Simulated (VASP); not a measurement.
# CsLi3 (Pm-3m) in VASP: single point with PBEsol

Aim: the single point of CsLi3 with PBEsol.

All numbers are computed with VASP 6.6.1; they aren't measurements. Logs are shortened: lines on timing, memory, paths and dates and some standing lists are left out, and cuts for length are marked.

### 1 The cell of the first run

It takes space group Pm-3m (No. 221, cubic). Conventional cell: a = 6.044 Å, b = 6.044 Å, c = 6.044 Å, α = 90.00°, β = 90.00°, γ = 90.00°. Li (site symmetry 4/mmm) has 8 Li at 4.27 Å and 4 Cs at 4.27 Å within 5.6 Å. Within 5.6 Å of Cs (site symmetry m-3m) lie 12 Li at 4.27 Å.

### 2 Single point, PBEsol (K replaced by Li, lengths x 0.842, strained)

File INCAR:

```
SYSTEM = CsLi3
PREC = Accurate ; ENCUT = 520
EDIFF = 1E-7 ; ISMEAR = 0
SIGMA = 0.1 ; LREAL = .False.
LASPH = .True. ; NELM = 60
ALGO = Normal ; ISIF = 2
LWAVE = .False. ; LCHARG = .False.
GGA = PS ; NBANDS = 17
```

File KPOINTS:

```
regular mesh
0
Gamma
  8 8 8
  0 0 0
```

File POSCAR:

```
CsLi3
1.0
    6.0443464561      0.0000000000      0.0000000000
    0.0000000000      6.0443464561      0.0000000000
    0.0000000000      0.0000000000      6.0443464561
Li Cs
3 1
Direct
    0.0000000000      0.5000000000      0.5000000000
    0.5000000000      0.0000000000      0.5000000000
    0.5000000000      0.5000000000      0.0000000000
    0.0000000000      0.0000000000      0.0000000000
```

Potentials or basis: VASP PAW PBE potentials, release 64 (Li_sv, Cs_sv).

The run is started by

```
cat potpaw_PBE.64/Li_sv/POTCAR potpaw_PBE.64/Cs_sv/POTCAR > POTCAR
mpirun -np 1 vasp_std > vasp.out
```

OUTCAR:

```text
SYSTEM = CsLi3
   PREC = Accurate
   ENCUT = 520
   EDIFF = 1E-7
   ISMEAR = 0
   LREAL = .False.
   LASPH = .True.
   NELM = 60
   ISIF = 2
   GGA = PS

 ion  position               nearest neighbor table
   1  0.000  0.500  0.500-
   2  0.500  0.000  0.500-
   3  0.500  0.500  0.000-
   4  0.000  0.000  0.000-

  LATTYP: Found a simple cubic cell.
 ALAT       =     6.0443464561

  Lattice vectors:

 A1 = (   6.0443464561,   0.0000000000,   0.0000000000)
 A2 = (   0.0000000000,   6.0443464561,   0.0000000000)
 A3 = (   0.0000000000,   0.0000000000,   6.0443464561)

Analysis of symmetry for initial positions (statically):
=====================================================================
 Subroutine PRICEL returns:
 Original cell was already a primitive cell.

 Routine SETGRP: Setting up the symmetry group for a
 simple cubic supercell.

 Subroutine GETGRP returns: Found 48 space group operations
 (whereof 48 operations were pure point group operations)
 out of a pool of 48 trial point group operations.

The static configuration has the point symmetry O_h .

Analysis of symmetry for dynamics (positions and initial velocities):
=====================================================================
 Subroutine PRICEL returns:
 Original cell was already a primitive cell.

 Routine SETGRP: Setting up the symmetry group for a
 simple cubic supercell.

 Subroutine GETGRP returns: Found 48 space group operations
 (whereof 48 operations were pure point group operations)
 out of a pool of 48 trial point group operations.

The dynamic configuration has the point symmetry O_h .

 Subroutine INISYM returns: Found 48 space group operations
 (whereof 48 operations are pure point group operations),
 and found     1 'primitive' translations

----------------------------------------------------------------------------------------

                                     Primitive cell

  volume of cell :     220.8249

  direct lattice vectors                    reciprocal lattice vectors
     6.044346456  0.000000000  0.000000000     0.165443859  0.000000000  0.000000000
     0.000000000  6.044346456  0.000000000     0.000000000  0.165443859  0.000000000
     0.000000000  0.000000000  6.044346456     0.000000000  0.000000000  0.165443859

  length of vectors
     6.044346456  6.044346456  6.044346456     0.165443859  0.165443859  0.165443859

  position of ions in fractional coordinates (direct lattice)
     0.000000000  0.500000000  0.500000000
     0.500000000  0.000000000  0.500000000
     0.500000000  0.500000000  0.000000000
     0.000000000  0.000000000  0.000000000

  ion indices of the primitive-cell ions
   primitive index   ion index
                 1           1
                 2           2
                 3           3
                 4           4

----------------------------------------------------------------------------------------

 KPOINTS: regular mesh

Automatic generation of k-mesh.
 Grid dimensions read from file:
 generate k-points for:    8    8    8

 Generating k-lattice:

  Cartesian coordinates                     Fractional coordinates (reciprocal lattice)
     0.020680482  0.000000000  0.000000000     0.125000000  0.000000000  0.000000000
     0.000000000  0.020680482  0.000000000     0.000000000  0.125000000  0.000000000
     0.000000000  0.000000000  0.020680482     0.000000000  0.000000000  0.125000000

  Length of vectors
     0.020680482  0.020680482  0.020680482

  Shift w.r.t. Gamma in fractional coordinates (k-lattice)
     0.000000000  0.000000000  0.000000000

 Subroutine IBZKPT returns following result:
 ===========================================

 Found     35 irreducible k-points:

 Following reciprocal coordinates:
            Coordinates               Weight
  0.000000  0.000000  0.000000      1.000000
  0.125000  0.000000  0.000000      6.000000
  0.250000  0.000000  0.000000      6.000000
  0.375000  0.000000  0.000000      6.000000
  0.500000  0.000000  0.000000      3.000000
  0.125000  0.125000  0.000000     12.000000
[... 16 lines left out ...]
  0.375000  0.375000  0.125000     24.000000
  0.500000  0.375000  0.125000     24.000000
 [... further k-points ...]
   k-points           NKPTS =     35   k-points in BZ     NKDIM =     35   number of bands    NBANDS=     17
   number of dos      NEDOS =    301   number of ions     NIONS =      4
   total plane-waves  NPLWV = 110592
   dimension x,y,z NGX =    48 NGY =   48 NGZ =   48
   dimension x,y,z NGXF=    96 NGYF=   96 NGZF=   96
   ions per type =               3   1
   NGX,Y,Z   is equivalent  to a cutoff of  13.20, 13.20, 13.20 a.u.
   NGXF,Y,Z  is equivalent  to a cutoff of  26.40, 26.40, 26.40 a.u.
 SYSTEM =  CsLi3
   PREC   = accura    normal or accurate (medium, high low for compatibility)
   ISTART =      0    job   : 0-new  1-cont  2-samecut
   ICHARG =      2    charge: 1-file 2-atom 10-const
   ISPIN  =      1    spin polarized calculation?
   LNONCOLLINEAR =      F non collinear calculations
   LSORBIT =      F    spin-orbit coupling
   LASPH  =      T    aspherical Exc in radial PAW
   ENCUT  =  520.0 eV  38.22 Ry    6.18 a.u.  11.24 11.24 11.24*2*pi/ulx,y,z
   NELM   =     60;   NELMIN=  2; NELMDL= -5     # of ELM steps
   EDIFF  = 0.1E-06   stopping-criterion for ELM
   LREAL  =      F    real-space projection
   EDIFFG = 0.1E-05   stopping-criterion for IOM
   NSW    =      0    number of steps for IOM
   IBRION =     -1    ionic relax: 0-MD 1-quasi-New 2-CG
   NFREE  =      0    steps in history (QN), initial steepest desc. (CG)
   ISIF   =      2    stress and relaxation
   ISYM   =      2    0-nonsym 1-usesym 2-fastsym
   POTIM  = 0.5000    time-step for ionic-motion
   TEBEG  =    0.0;   TEEND  =   0.0 temperature during run
   PSTRESS=    0.0 pullay stress
   NELECT =      18.0000    total number of electrons
   NUPDOWN=      -1.0000    fix difference up-down
   EMIN   =  10.00;   EMAX   =-10.00  energy-range for DOS
   EFERMI =   0.00;   METHOD = LEGACY
   ISMEAR =     0;   SIGMA  =   0.10  broadening in eV -4-tet -1-fermi 0-gaus
   EFERMI_NEDOS =   21; number of points for ismear=-14 and -15
   IALGO  =     38    algorithm
   IMIX   =      4    mixing-type and parameters
     AMIX     =   0.40;   BMIX     =  1.00
     AMIX_MAG =   1.60;   BMIX_MAG =  1.00
  volume/ion in A,a.u.               =      55.21       372.55
  Fermi-wavevector in a.u.,A,eV,Ry     =   0.709822  1.341370  6.855264  0.503848
  Thomas-Fermi vector in A             =   1.796506
   LORBIT       =      0    0 simple, 1 ext, 2 COOP (PROOUT), +10 PAW based schemes
   GGA     = PS    functional components
   LHFCALC =     F    Hartree Fock is set to
   AEXX    =    0.0000 exact exchange contribution
   IVDW    =     0    specifies the selected vdW correction
   LEPSILON=     F    determine dielectric tensor
   LRPA    =     F    only Hartree local field effects (RPA)
 non-spin polarized calculation
 Gauss-broadening in eV      SIGMA  =   0.10
  energy-cutoff  :      520.00
  volume of cell :      220.82
 maximum number of plane-waves:      6031
 NGX is ok and might be reduce to    48
   NGX = 23   NGY = 23   NGZ = 23

 number of electron      18.0000033 magnetization

 Free energy of the ion-electron system (eV)
  ---------------------------------------------------
  ext. energy  EPLUGINS =         0.00000000
  ---------------------------------------------------
  free energy    TOTEN  =        -5.33768137 eV

  energy without entropy =       -5.31879886  energy(sigma->0) =       -5.32824012

 E-fermi :  -0.2063     XC(G=0):  -5.7196

 val. band max:       -0.2373153097   @ k =   0.2500   0.2500   0.0000
 cond. band min:      -0.2016512552   @ k =   0.3750   0.3750   0.2500
 fundamental gap:      0.0356640544
 Fermi energy:        -0.2062775173

 k-point     1 :       0.0000    0.0000    0.0000
  band No.  band energies     occupation
      1     -47.8503      2.00000
      2     -47.8503      2.00000
      3     -47.8503      2.00000
      4     -23.2979      2.00000
      5     -10.1084      2.00000
      6     -10.1084      2.00000
[... 9 lines left out ...]
     16       3.1957      0.00000
     17       3.1957      0.00000

 k-point     2 :       0.1250    0.0000    0.0000
  band No.  band energies     occupation
      1     -47.8503      2.00000
      2     -47.8502      2.00000
      3     -47.8502      2.00000
      4     -23.2979      2.00000
      5     -10.1134      2.00000
      6     -10.1079      2.00000
[... 9 lines left out ...]
     16       3.1763      0.00000
     17       3.2240      0.00000

 k-point     3 :       0.2500    0.0000    0.0000
  band No.  band energies     occupation
      1     -47.8503      2.00000
      2     -47.8502      2.00000
      3     -47.8502      2.00000
      4     -23.2977      2.00000
      5     -10.1253      2.00000
      6     -10.1067      2.00000
[... 9 lines left out ...]
     16       2.8640      0.00000
     17       3.2974      0.00000

 k-point     4 :       0.3750    0.0000    0.0000
  band No.  band energies     occupation
      1     -47.8503      2.00000
      2     -47.8502      2.00000
      3     -47.8502      2.00000
      4     -23.2975      2.00000
      5     -10.1371      2.00000
      6     -10.1054      2.00000
[... 9 lines left out ...]
     16       2.5175      0.00000
     17       3.3799      0.00000
[... 343 lines left out ...]
      1     -47.8503      2.00000
      2     -47.8502      2.00000
      3     -47.8502      2.00000
      4     -23.2971      2.00000
      5     -10.1395      2.00000
      6     -10.1211      2.00000
[... 9 lines left out ...]
     16       3.2028      0.00000
     17       3.5052      0.00000

 k-point    23 :       0.3750    0.3750    0.1250
  band No.  band energies     occupation
      1     -47.8502      2.00000
      2     -47.8502      2.00000
      3     -47.8502      2.00000
      4     -23.2970      2.00000
      5     -10.1334      2.00000
      6     -10.1333      2.00000
[... 9 lines left out ...]
     16       3.3612      0.00000
     17       3.7846      0.00000

 k-point    24 :       0.5000    0.3750    0.1250
  band No.  band energies     occupation
      1     -47.8502      2.00000
      2     -47.8502      2.00000
      3     -47.8502      2.00000
      4     -23.2969      2.00000
      5     -10.1382      2.00000
      6     -10.1328      2.00000
[... 9 lines left out ...]
     16       3.3822      0.00000
     17       3.6773      0.00000

 [... further k-points ...]

------------------------ aborting loop because EDIFF is reached ----------------------------------------

  FORCE on cell =-STRESS in cart. coord.  units (eV):
  Direction    XX          YY          ZZ          XY          YZ          ZX
  --------------------------------------------------------------------------------------
  -------------------------------------------------------------------------------------
  Total       -1.6816717     -1.6816717     -1.6816717     -0.0000000      0.0000000      0.0000000
  in kB      -12.2012336    -12.2012336    -12.2012336     -0.0000000      0.0000000      0.0000000
  external PRESSURE =     -12.2012336 kB  Pullay stress =       0.0000000 kB

 VOLUME and BASIS-vectors are now :
 -----------------------------------------------------------------------------
  energy-cutoff  :      520.00
  volume of cell :      220.82
      direct lattice vectors                 reciprocal lattice vectors
     6.044346456  0.000000000  0.000000000     0.165443859  0.000000000  0.000000000
     0.000000000  6.044346456  0.000000000     0.000000000  0.165443859  0.000000000
     0.000000000  0.000000000  6.044346456     0.000000000  0.000000000  0.165443859

 POSITION                                       TOTAL-FORCE (eV/Angst)
 -----------------------------------------------------------------------------------
      0.00000      3.02217      3.02217         0.000000      0.000000      0.000000
      3.02217      0.00000      3.02217         0.000000      0.000000      0.000000
      3.02217      3.02217      0.00000         0.000000      0.000000      0.000000
      0.00000      0.00000      0.00000         0.000000      0.000000      0.000000
 -----------------------------------------------------------------------------------
    total drift:                                0.000000     -0.000000     -0.000000

  FREE ENERGIE OF THE ION-ELECTRON SYSTEM (eV)
  ---------------------------------------------------
  free  energy   TOTEN  =        -5.3376813747 eV

  energy  without entropy=       -5.3187988562  energy(sigma->0) =       -5.32824012
```

Run time: 89 s. Hardware: 1 thread of Intel Xeon Platinum 8488C (Sapphire Rapids), shared host; peak memory 0.36 GiB.

Results:

| Property | Result |
| --- | --- |
| Free energy | -5.3377 eV |
| Band gap on the k mesh | zero (bands 9 and 10 overlap by 1.07 eV) |

Levels at points of the mesh, in eV from the Fermi level:
```csv
k point,band 5,band 6,band 7,band 8,band 9,band 10,band 11,band 12,band 13,band 14
"(0.00, 0.00, 0.00)",-9.90,-9.90,-9.90,-2.29,0.90,0.90,1.21,1.21,1.21,3.11
"(0.50, 0.00, 0.00)",-9.94,-9.90,-9.90,-1.30,-1.22,1.18,1.18,1.18,2.53,2.53
"(0.50, 0.50, 0.00)",-9.93,-9.93,-9.90,-0.80,-0.24,-0.17,-0.17,1.76,1.76,2.71
"(0.50, 0.50, 0.50)",-9.93,-9.93,-9.93,0.12,0.12,0.12,0.13,0.70,0.70,0.70
```

Caveat: the cell differs from its parent crystal (K replaced by Li, lengths x 0.842, strained); the cutoff is under 1.25 times the usual one of these potentials, so pressure, stress and relaxed cells hold a basis-set (Pulay) error; the PAW data sets were made with another functional, which shifts forces and pressure a little; spin-orbit coupling is left out, which moves the levels of the heavy elements.
